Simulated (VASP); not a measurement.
The system is Nb.

```
Nb
1.0
    -1.66395    1.66395    1.66395
     1.66395   -1.66395    1.66395
     1.66395    1.66395   -1.66395
Nb
1
Direct
  0.00000 0.00000 0.00000
```

- Program: VASP 6.6.1
- Task: relaxation of cell and atoms
- Functional: revPBE
- Dispersion: D3(BJ)
- Potentials or basis: VASP PAW PBE potentials, release 64 (Nb_sv)
- Cutoff: 500 eV
- k mesh: 13 × 13 × 13
- Occupations: fermi-dirac, width 0.1 eV
- Spin: no spin polarisation

At the start: pressure -13.2 GPa; volume 18.43 Å³/atom.

Q: Where does the relaxation end?

A: Over 7 steps the energy falls by 64.3 meV/atom and the volume is 16.97 Å³/atom (-7.9 %); space group Im-3m (No. 229, to 0.1 Å) before and after.

Step by step:
| step | energy change (eV) | largest force (eV/Å) | pressure (GPa) | volume (Å³) |
| --- | --- | --- | --- | --- |
| 1 | 0.0000 | 0.0000 | -13.20 | 18.43 |
| 2 | 0.1667 | 0.0000 | 36.27 | 14.67 |
| 3 | -0.0642 | 0.0000 | -0.69 | 17.03 |
| 4 | -0.0643 | 0.0000 | -0.10 | 16.98 |
| 5 | -0.0643 | 0.0000 | 0.21 | 16.95 |
| 6 | -0.0643 | 0.0000 | -0.33 | 17.00 |
| 7 | -0.0643 | 0.0000 | 0.01 | 16.97 |

Final structure:
```
Nb
1.0
    -1.61880    1.61880    1.61880
     1.61880   -1.61880    1.61880
     1.61880    1.61880   -1.61880
Nb
1
Direct
  0.00000 0.00000 0.00000
```

Caveat: the PAW data sets were made with another functional, which shifts forces and pressure a little.
